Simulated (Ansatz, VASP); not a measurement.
## One calculation of ZnSe, two programs

Contents of INCAR:

```
PREC = Accurate
ENCUT = 520
EDIFF = 1E-7
ISMEAR = -1
SIGMA = 0.08
LREAL = F
LASPH = T
NELM = 80
ALGO = Normal
ISIF = 2
LWAVE = F
LCHARG = T
GGA = PE
LELF = T
LVHAR = T
NBANDS = 16
```

File KPOINTS:

```
regular mesh
0
Gamma
  15 15 15
```

Contents of POSCAR:

```
ZnSe
1.0
    3.1129374110      0.0000000000      0.0000000000
    0.0000000000      3.1129374110      0.0000000000
    0.0000000000      0.0000000000      3.1129374110
Zn Se
1 1
Direct
    0.0000000000      0.0000000000      0.0000000000
    0.5000000000      0.5000000000      0.5000000000
```

Input for Ansatz:

```yaml
crystal:
  lattice:
    - [3.112937411, 0.0, 0.0]
    - [0.0, 3.112937411, 0.0]
    - [0.0, 0.0, 3.112937411]
  atoms:
    - { symbol: Zn, position: [0.0, 0.0, 0.0] }
    - { symbol: Se, position: [0.5, 0.5, 0.5] }
kpoints:
  mp_grid: { grid: [15, 15, 15] }
scf:
  occupations: { method: fermi_dirac, width: 0.08 }
hamiltonian:
  xc: pbe
  pseudopotentials: { kind: paw }
output:
  forces: true
  stress: true
  eigenvalues: true
  populations: true
```

Change from the starting cell: volume scaled by 0.8, PAW files.

Alike in both runs: task single point; functional PBE; k mesh 15 × 15 × 15; occupations fermi-dirac, width 0.08 eV; no spin polarisation.

|  | VASP | Ansatz |
| --- | --- | --- |
| version | VASP 6.6.1 | Ansatz 0.2.0 |
| potentials or method | VASP PAW PBE potentials, release 64 (Zn, Se) | PAW with Ansatz's default frozen-core files, scalar-relativistic |
| plane-wave cutoff (eV) | 520 | 420 |
| valence electrons in the cell | 18 | 28 |

|  | VASP | Ansatz | Ansatz less VASP |
| --- | --- | --- | --- |
| pressure (GPa) | 24.0 | 23.6 | -0.39 |

VASP's potentials hold 18 valence electrons a cell and Ansatz's 28, so a difference there can come from the potentials and not from the codes.
